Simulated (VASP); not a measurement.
Here is a VASP 6.6.1 calculation.

The input INCAR:

```
SYSTEM = KBr
PREC     = Accurate       ! precision mode
ENCUT    = 520            ! plane-wave cutoff, eV
EDIFF    = 1E-7           ! SCF threshold, eV
ISMEAR   = 0              ! smearing method
SIGMA    = 0.02           ! smearing width, eV
LREAL    = .False.        ! projectors in reciprocal space
LASPH    = .True.         ! aspherical terms in the spheres
NELM     = 60             ! most SCF steps
ALGO     = Normal         ! electronic algorithm
ISIF     = 2              ! what is computed and relaxed
LWAVE    = .False.        ! write WAVECAR
LCHARG   = .False.        ! write CHGCAR
GGA      = PS             ! functional
NBANDS   = 15             ! bands
```

Contents of KPOINTS:

```
Automatic mesh
0
Gamma
  6 6 6
  0 0 0
```

The input POSCAR:

```
KBr
1.0
    3.9328691039      0.0000000000      0.0000000000
    0.0000000000      3.9328691039      0.0000000000
    0.0000000000      0.0000000000      3.9328691039
K Br
1 1
Direct
    0.0000000000      0.0000000000      0.0000000000
    0.5000000000      0.5000000000      0.5000000000
```

Potentials or basis: VASP PAW PBE potentials, release 64 (K_sv, Br).

Launch:

```bash
$ cat potpaw_PBE.64/K_sv/POTCAR potpaw_PBE.64/Br/POTCAR > POTCAR
$ mpirun -np 1 vasp_std > vasp.out
```

What does it give for the band gap on the k mesh?

3.96 eV (least direct gap 4.25 eV).

What does it give for the pressure?

0.1 GPa.

Caveat: the PAW data sets were made with another functional, which shifts forces and pressure a little. A k mesh can miss the band edges.
